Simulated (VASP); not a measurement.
# SrCaLaNbO6 (F-43m) in VASP: single point with PBE

Aim: the single point of SrCaLaNbO6 with PBE.

Everything below comes from runs of VASP 6.6.1. Logs are shortened: lines on timing, memory, paths and dates and some standing lists are left out, and cuts for length are marked.

### 1 The cell of the first run

It takes space group F-43m (No. 216, cubic). The conventional cell has a = 8.382 Å, b = 8.382 Å, c = 8.382 Å, α = 90.00°, β = 90.00°, γ = 90.00°. Within 3.9 Å of Sr (site symmetry -43m) lie 12 O at 2.97 Å and 4 Nb at 3.63 Å and 4 Ca at 3.63 Å. Ca (site symmetry -43m) has 6 O at 2.20 Å within 2.9 Å. La (site symmetry -43m) has 12 O at 2.97 Å and 4 Ca at 3.63 Å and 4 Nb at 3.63 Å within 3.9 Å. Within 2.6 Å of Nb (site symmetry -43m) lie 6 O at 1.99 Å. Within 2.6 Å of O (site symmetry 2mm) lie 1 Nb at 1.99 Å and 1 Ca at 2.20 Å.

### 2 Single point, PBE

Contents of INCAR:

```
ALGO = Normal ; EDIFF = 1E-6
ENCUT = 520 ; GGA = PE
ISIF = 2 ; ISMEAR = 0
LASPH = True ; LCHARG = True
LELF = True ; LREAL = False
LVHAR = True ; LWAVE = False
NBANDS = 51 ; NELM = 80
PREC = Accurate ; SIGMA = 0.01
```

Contents of KPOINTS:

```
k-points
0
Gamma
  4 4 4
```

Contents of POSCAR:

```
SrCaLaNbO6
1.0
    0.0000000000      4.1911155300      4.1911155300
    4.1911155300      0.0000000000      4.1911155300
    4.1911155300      4.1911155300      0.0000000000
Sr Ca La Nb O
1 1 1 1 6
Direct
    0.7500000000      0.7500000000      0.7500000000
    0.0000000000      0.0000000000      0.0000000000
    0.2500000000      0.2500000000      0.2500000000
    0.5000000000      0.5000000000      0.5000000000
    0.7375805100      0.2624194900      0.2624194900
    0.2624194900      0.7375805100      0.7375805100
    0.7375805100      0.7375805100      0.2624194900
    0.2624194900      0.2624194900      0.7375805100
    0.2624194900      0.7375805100      0.2624194900
    0.7375805100      0.2624194900      0.7375805100
```

Potentials or basis: VASP PAW PBE potentials, release 64 (Sr_sv, Ca_sv, La, Nb_sv, O).

The run is started by

```console
cat potpaw_PBE.64/Sr_sv/POTCAR potpaw_PBE.64/Ca_sv/POTCAR potpaw_PBE.64/La/POTCAR potpaw_PBE.64/Nb_sv/POTCAR potpaw_PBE.64/O/POTCAR > POTCAR
mpirun -np 1 vasp_std > vasp.out
```

OUTCAR:

```text
EDIFF = 1E-6
   ENCUT = 520
   GGA = PE
   ISIF = 2
   ISMEAR = 0
   LASPH = True
   LREAL = False
   NELM = 80
   PREC = Accurate

 ion  position               nearest neighbor table
   1  0.750  0.750  0.750-   6 2.97   8 2.97   9 2.97   5 2.97   8 2.97  10 2.97   5 2.97   7 2.97
                             9 2.97   6 2.97   7 2.97  10 2.97   4 3.63   4 3.63   4 3.63   2 3.63
   2  0.000  0.000  0.000-   5 2.20   6 2.20   7 2.20   8 2.20   9 2.20  10 2.20   1 3.63   1 3.63
                             1 3.63   1 3.63
   3  0.250  0.250  0.250-   1 4.19   1 4.19   1 4.19   1 4.19   1 4.19   1 4.19
   4  0.500  0.500  0.500-   5 1.99   6 1.99   7 1.99   8 1.99   9 1.99  10 1.99   1 3.63   1 3.63
                             1 3.63   1 3.63
   5  0.738  0.262  0.262-   4 1.99   2 2.20   1 2.97   1 2.97
   6  0.262  0.738  0.738-   4 1.99   2 2.20   1 2.97   1 2.97
   7  0.738  0.738  0.262-   4 1.99   2 2.20   1 2.97   1 2.97
   8  0.262  0.262  0.738-   4 1.99   2 2.20   1 2.97   1 2.97
   9  0.262  0.738  0.262-   4 1.99   2 2.20   1 2.97   1 2.97
  10  0.738  0.262  0.738-   4 1.99   2 2.20   1 2.97   1 2.97

  LATTYP: Found a face centered cubic cell.
 ALAT       =     8.3822310600

  Lattice vectors:

 A1 = (   0.0000000000,   4.1911155300,   4.1911155300)
 A2 = (   4.1911155300,   0.0000000000,   4.1911155300)
 A3 = (   4.1911155300,   4.1911155300,   0.0000000000)

Analysis of symmetry for initial positions (statically):
=====================================================================
 Subroutine PRICEL returns:
 Original cell was already a primitive cell.

 Routine SETGRP: Setting up the symmetry group for a
 face centered cubic supercell.

 Subroutine GETGRP returns: Found 24 space group operations
 (whereof 24 operations were pure point group operations)
 out of a pool of 48 trial point group operations.

The static configuration has the point symmetry T_d .

Analysis of symmetry for dynamics (positions and initial velocities):
=====================================================================
 Subroutine PRICEL returns:
 Original cell was already a primitive cell.

 Routine SETGRP: Setting up the symmetry group for a
 face centered cubic supercell.

 Subroutine GETGRP returns: Found 24 space group operations
 (whereof 24 operations were pure point group operations)
 out of a pool of 48 trial point group operations.

The dynamic configuration has the point symmetry T_d .

 Subroutine INISYM returns: Found 24 space group operations
 (whereof 24 operations are pure point group operations),
 and found     1 'primitive' translations

----------------------------------------------------------------------------------------

                                     Primitive cell

  volume of cell :     147.2377

  direct lattice vectors                    reciprocal lattice vectors
     0.000000000  4.191115530  4.191115530    -0.119299980  0.119299980  0.119299980
     4.191115530  0.000000000  4.191115530     0.119299980 -0.119299980  0.119299980
     4.191115530  4.191115530  0.000000000     0.119299980  0.119299980 -0.119299980

  length of vectors
     5.927132424  5.927132424  5.927132424     0.206633627  0.206633627  0.206633627

  position of ions in fractional coordinates (direct lattice)
     0.750000000  0.750000000  0.750000000
     0.000000000  0.000000000  0.000000000
     0.250000000  0.250000000  0.250000000
     0.500000000  0.500000000  0.500000000
     0.737580510  0.262419490  0.262419490
     0.262419490  0.737580510  0.737580510
     0.737580510  0.737580510  0.262419490
     0.262419490  0.262419490  0.737580510
     0.262419490  0.737580510  0.262419490
     0.737580510  0.262419490  0.737580510

  ion indices of the primitive-cell ions
   primitive index   ion index
                 1           1
                 2           2
                 3           3
                 4           4
                 5           5
                 6           6
                 7           7
                 8           8
                 9           9
                10          10

----------------------------------------------------------------------------------------

 KPOINTS: k-points

Automatic generation of k-mesh.
 Grid dimensions read from file:
 generate k-points for:    4    4    4

 Generating k-lattice:

  Cartesian coordinates                     Fractional coordinates (reciprocal lattice)
    -0.029824995  0.029824995  0.029824995     0.250000000  0.000000000  0.000000000
     0.029824995 -0.029824995  0.029824995     0.000000000  0.250000000  0.000000000
     0.029824995  0.029824995 -0.029824995     0.000000000  0.000000000  0.250000000

  Length of vectors
     0.051658407  0.051658407  0.051658407

  Shift w.r.t. Gamma in fractional coordinates (k-lattice)
     0.000000000  0.000000000  0.000000000

 Subroutine IBZKPT returns following result:
 ===========================================

 Found      8 irreducible k-points:

 Following reciprocal coordinates:
            Coordinates               Weight
  0.000000  0.000000  0.000000      1.000000
  0.250000  0.000000  0.000000      8.000000
  0.500000  0.000000  0.000000      4.000000
  0.250000  0.250000  0.000000      6.000000
  0.500000  0.250000  0.000000     24.000000
 -0.250000  0.250000  0.000000     12.000000
  0.500000  0.500000  0.000000      3.000000
 -0.250000  0.500000  0.250000      6.000000
   k-points           NKPTS =      8   k-points in BZ     NKDIM =      8   number of bands    NBANDS=     51
   number of dos      NEDOS =    301   number of ions     NIONS =     10
   total plane-waves  NPLWV = 110592
   dimension x,y,z NGX =    48 NGY =   48 NGZ =   48
   dimension x,y,z NGXF=    96 NGYF=   96 NGZF=   96
   ions per type =               1   1   1   1   6
   NGX,Y,Z   is equivalent  to a cutoff of  13.46, 13.46, 13.46 a.u.
   NGXF,Y,Z  is equivalent  to a cutoff of  26.93, 26.93, 26.93 a.u.
 SYSTEM =  unknown system
   PREC   = accura    normal or accurate (medium, high low for compatibility)
   ISTART =      0    job   : 0-new  1-cont  2-samecut
   ICHARG =      2    charge: 1-file 2-atom 10-const
   ISPIN  =      1    spin polarized calculation?
   LNONCOLLINEAR =      F non collinear calculations
   LSORBIT =      F    spin-orbit coupling
   LASPH  =      T    aspherical Exc in radial PAW
   ENCUT  =  520.0 eV  38.22 Ry    6.18 a.u.  11.02 11.02 11.02*2*pi/ulx,y,z
   NELM   =     80;   NELMIN=  2; NELMDL= -5     # of ELM steps
   EDIFF  = 0.1E-05   stopping-criterion for ELM
   LREAL  =      F    real-space projection
   EDIFFG = 0.1E-04   stopping-criterion for IOM
   NSW    =      0    number of steps for IOM
   IBRION =     -1    ionic relax: 0-MD 1-quasi-New 2-CG
   NFREE  =      0    steps in history (QN), initial steepest desc. (CG)
   ISIF   =      2    stress and relaxation
   ISYM   =      2    0-nonsym 1-usesym 2-fastsym
   POTIM  = 0.5000    time-step for ionic-motion
   TEBEG  =    0.0;   TEEND  =   0.0 temperature during run
   PSTRESS=    0.0 pullay stress
   NELECT =      80.0000    total number of electrons
   NUPDOWN=      -1.0000    fix difference up-down
   EMIN   =  10.00;   EMAX   =-10.00  energy-range for DOS
   EFERMI =   0.00;   METHOD = LEGACY
   ISMEAR =     0;   SIGMA  =   0.01  broadening in eV -4-tet -1-fermi 0-gaus
   EFERMI_NEDOS =   21; number of points for ismear=-14 and -15
   IALGO  =     38    algorithm
   IMIX   =      4    mixing-type and parameters
     AMIX     =   0.40;   BMIX     =  1.00
     AMIX_MAG =   1.60;   BMIX_MAG =  1.00
  volume/ion in A,a.u.               =      14.72        99.36
  Fermi-wavevector in a.u.,A,eV,Ry     =   1.335873  2.524434 24.280370  1.784557
  Thomas-Fermi vector in A             =   2.464544
   LORBIT       =      0    0 simple, 1 ext, 2 COOP (PROOUT), +10 PAW based schemes
   GGA     = PE    functional components
   LHFCALC =     F    Hartree Fock is set to
   AEXX    =    0.0000 exact exchange contribution
   IVDW    =     0    specifies the selected vdW correction
   LEPSILON=     F    determine dielectric tensor
   LRPA    =     F    only Hartree local field effects (RPA)
 non-spin polarized calculation
 Gauss-broadening in eV      SIGMA  =   0.01
  energy-cutoff  :      520.00
  volume of cell :      147.24
 maximum number of plane-waves:      3996
 NGX is ok and might be reduce to    48
   NGX = 21   NGY = 21   NGZ = 21

 number of electron      80.0000009 magnetization

 Free energy of the ion-electron system (eV)
  ---------------------------------------------------
  ext. energy  EPLUGINS =         0.00000000
  ---------------------------------------------------
  free energy    TOTEN  =       -77.52478143 eV

  energy without entropy =      -77.52478143  energy(sigma->0) =      -77.52478143

 E-fermi :   4.2454     XC(G=0): -10.4837

 val. band max:        4.1166188129   @ k =   0.0000   0.0000   0.0000
 cond. band min:       6.6169471196   @ k =   0.5000   0.5000   0.0000
 fundamental gap:      2.5003283067
 Fermi energy:         4.2454226172

 k-point     1 :       0.0000    0.0000    0.0000
  band No.  band energies     occupation
      1     -50.2303      2.00000
      2     -32.0853      2.00000
      3     -29.4525      2.00000
      4     -27.9960      2.00000
      5     -26.4066      2.00000
      6     -26.4066      2.00000
[... 43 lines left out ...]
     50       7.2973      0.00000
     51       7.5622      0.00000

 k-point     2 :       0.2500    0.0000    0.0000
  band No.  band energies     occupation
      1     -50.2303      2.00000
      2     -32.0851      2.00000
      3     -29.4525      2.00000
      4     -27.9967      2.00000
      5     -26.4067      2.00000
      6     -26.4067      2.00000
[... 316 lines left out ...]
 k-point     8 :      -0.2500    0.5000    0.2500
  band No.  band energies     occupation
      1     -50.2303      2.00000
      2     -32.0847      2.00000
      3     -29.4526      2.00000
      4     -27.9977      2.00000
      5     -26.4069      2.00000
      6     -26.4064      2.00000
[... 43 lines left out ...]
     50       8.6897      0.00000
     51       9.2898      0.00000

------------------------ aborting loop because EDIFF is reached ----------------------------------------

  FORCE on cell =-STRESS in cart. coord.  units (eV):
  Direction    XX          YY          ZZ          XY          YZ          ZX
  --------------------------------------------------------------------------------------
  -------------------------------------------------------------------------------------
  Total       -2.0601700     -2.0601700     -2.0601700      0.0000000      0.0000000     -0.0000000
  in kB      -22.4178911    -22.4178911    -22.4178911      0.0000000      0.0000000     -0.0000000
  external PRESSURE =     -22.4178911 kB  Pullay stress =       0.0000000 kB

 VOLUME and BASIS-vectors are now :
 -----------------------------------------------------------------------------
  energy-cutoff  :      520.00
  volume of cell :      147.24
      direct lattice vectors                 reciprocal lattice vectors
     0.000000000  4.191115530  4.191115530    -0.119299980  0.119299980  0.119299980
     4.191115530  0.000000000  4.191115530     0.119299980 -0.119299980  0.119299980
     4.191115530  4.191115530  0.000000000     0.119299980  0.119299980 -0.119299980

 POSITION                                       TOTAL-FORCE (eV/Angst)
 -----------------------------------------------------------------------------------
      6.28667      6.28667      6.28667        -0.000000     -0.000000     -0.000000
      0.00000      0.00000      0.00000        -0.000000     -0.000000     -0.000000
      2.09556      2.09556      2.09556        -0.000000     -0.000000     -0.000000
      4.19112      4.19112      4.19112        -0.000000     -0.000000     -0.000000
      2.19966      4.19112      4.19112         0.502959     -0.000000     -0.000000
      6.18257      4.19112      4.19112        -0.502959     -0.000000     -0.000000
      4.19112      4.19112      6.18257        -0.000000     -0.000000     -0.502959
      4.19112      4.19112      2.19966        -0.000000     -0.000000      0.502959
      4.19112      2.19966      4.19112        -0.000000      0.502959     -0.000000
      4.19112      6.18257      4.19112        -0.000000     -0.502959     -0.000000
 -----------------------------------------------------------------------------------
    total drift:                                0.000000      0.000000      0.000000

  FREE ENERGIE OF THE ION-ELECTRON SYSTEM (eV)
  ---------------------------------------------------
  free  energy   TOTEN  =       -77.5247814264 eV

  energy  without entropy=      -77.5247814264  energy(sigma->0) =      -77.52478143
```

Run time: 3 min. Hardware: 1 thread of Intel Xeon 8259CL, shared host; peak memory 0.38 GiB.

What came out:

| Quantity | Value |
| --- | --- |
| Free energy | -77.5248 eV |
| Pressure | -2.2 GPa |
| Largest force | 0.503 eV/Å |
| Band gap on the k mesh | 2.50 eV (least direct gap 2.56 eV) |

Forces on the atoms (eV/Å):
```
Sr   0.000  0.000  0.000
Ca   0.000  0.000  0.000
La   0.000  0.000  0.000
Nb   0.000  0.000  0.000
O    0.503  0.000  0.000
O   -0.503  0.000  0.000
O    0.000  0.000 -0.503
O    0.000  0.000  0.503
O    0.000  0.503  0.000
O    0.000 -0.503  0.000
```

Caveat: spin-orbit coupling is left out, which moves the levels of the heavy elements.
